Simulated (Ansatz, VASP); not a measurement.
**SrCl2 in VASP and in Ansatz**

INCAR

```
SYSTEM = SrCl2
PREC = Accurate ; ENCUT = 520
EDIFF = 1E-6 ; ISMEAR = -1
SIGMA = 0.02 ; LREAL = .FALSE.
LASPH = .TRUE. ; NELM = 60
ALGO = Normal ; ISIF = 2
LWAVE = .FALSE. ; LCHARG = .FALSE.
GGA = PE ; NBANDS = 19
```

KPOINTS

```
regular mesh
0
G
  6 6 6
  0 0 0
```

Contents of POSCAR:

```
SrCl2
1.0
    0.0000000000      3.4976509228      3.4976509228
    3.4976509228      0.0000000000      3.4976509228
    3.4976509228      3.4976509228      0.0000000000
Sr Cl
1 2
Direct
    0.0000000000      0.0000000000      0.0000000000
    0.2500000000      0.2500000000      0.2500000000
    0.7500000000      0.7500000000      0.7500000000
```

Input for Ansatz:

```yaml
crystal:
  lattice:
    - [0.0, 3.4976509228, 3.4976509228]
    - [3.4976509228, 0.0, 3.4976509228]
    - [3.4976509228, 3.4976509228, 0.0]
  atoms:
    - { symbol: Sr, position: [0.0, 0.0, 0.0] }
    - { symbol: Cl, position: [0.25, 0.25, 0.25] }
    - { symbol: Cl, position: [0.75, 0.75, 0.75] }
kpoints:
  mp_grid: { grid: [6, 6, 6] }
  band_path:
    path:
      - [[0.0, 0.0, 0.0], [0.5, 3.641995831917e-36, 0.5], [0.625, 0.25, 0.625]]
      - [[0.375, 0.375, 0.75], [0.0, 0.0, 0.0], [0.5, 0.5, 0.5], [0.5, 0.25, 0.75], [0.5, 3.641995831917e-36, 0.5]]
    npoints: 10
hamiltonian:
  xc: pbe
scf:
  occupations: { method: fermi_dirac, width: 0.02 }
  n_extra_bands: 4
output:
  forces: true
  stress: true
  eigenvalues: true
```

Alike in both runs: task single point; functional PBE; k mesh 6 × 6 × 6; occupations fermi-dirac, width 0.02 eV; no spin polarisation.

```csv
,VASP,Ansatz
version,VASP 6.6.1,Ansatz 0.2.0
potentials or method,"VASP PAW PBE potentials, release 64 (Sr_sv, Cl)","plane waves, PAW"
plane-wave cutoff (eV),520,420
valence electrons in the cell,24,24
```

Ansatz gave:

- gap on the k mesh at the Fermi level (eV): 5.31
- pressure (GPa): 0.7

Which values does VASP return?

gap on the k mesh at the Fermi level (eV): 5.31; pressure (GPa): 0.8.

With one functional, cell and mesh, what is left measures potentials, basis and numerics.
